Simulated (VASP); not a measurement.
Here is a VASP 6.6.1 calculation.

File INCAR:

```
ALGO = Normal
EDIFF = 1E-6
ENCUT = 520
GGA = PS
ISIF = 2
ISMEAR = -1
ISPIN = 2
LASPH = T
LCHARG = T
LELF = T
LMAXMIX = 4
LORBIT = 11
LREAL = Auto
LVHAR = T
LWAVE = F
MAGMOM = 0 0 0 0 0 0 0 0 0 0 0 0 0 0 0 1
NBANDS = 54
NELM = 150
PREC = Accurate
SIGMA = 0.05
```

KPOINTS

```
k-points
0
Gamma
  1 1 2
```

POSCAR

```
Mg7CuS8
1.0
   11.3030650000      0.0000000000      0.0000000000
    0.0000000000      5.6515330000      0.0000000000
    0.0000000000      0.0000000000      5.6515330000
Mg S Cu
7 8 1
Direct
    0.0112490000      0.0404860000      0.9885090000
    0.4997580000      0.9821630000      0.9912120000
    0.2439930000      0.5347990000      0.0168760000
    0.7416730000      0.4967160000      0.0158730000
    0.2472910000      0.9794280000      0.5320960000
    0.7408900000      0.9811640000      0.5055050000
    0.9914000000      0.4771800000      0.4861140000
    0.1316810000      0.2580360000      0.2642070000
    0.6262920000      0.2476250000      0.2432800000
    0.3743670000      0.7259500000      0.2521050000
    0.8825480000      0.7081770000      0.2620490000
    0.3857940000      0.2583150000      0.7412890000
    0.8851640000      0.2298290000      0.7376380000
    0.1354320000      0.7203250000      0.7498170000
    0.6181890000      0.7524450000      0.7656190000
    0.4918370000      0.4930010000      0.5054990000
```

Potentials or basis: VASP PAW PBE potentials, release 64 (Mg, S, Cu).

Run with:

```sh
$ cat potpaw_PBE.64/Mg/POTCAR potpaw_PBE.64/S/POTCAR potpaw_PBE.64/Cu/POTCAR > POTCAR
$ mpirun -np 1 vasp_std > vasp.out
```

Question: Estimate the pressure.

Answer: 0.4 GPa.

Question: What does it give for the site moments?

Answer: Mg -0.00, +0.00 (each value once); S +0.01, +0.07, +0.08, +0.11, +0.05 (each value once); Cu +0.33 μB.

Question: Predict the net moment.

Answer: 0.93 μB per cell.

Question: Predict the largest force.

Answer: 2.686 eV/Å.

Stress tensor (GPa, compression positive):
```
-0.87 -0.05  1.10
-0.05  2.84 -2.08
 1.10 -2.08 -0.77
```

Caveat: the k points lie up to 1.11 Å⁻¹ apart, too coarse for converged energies, forces and pressures; a moment this small can come from the mesh or the smearing; the PAW data sets were made with another functional, which shifts forces and pressure a little.
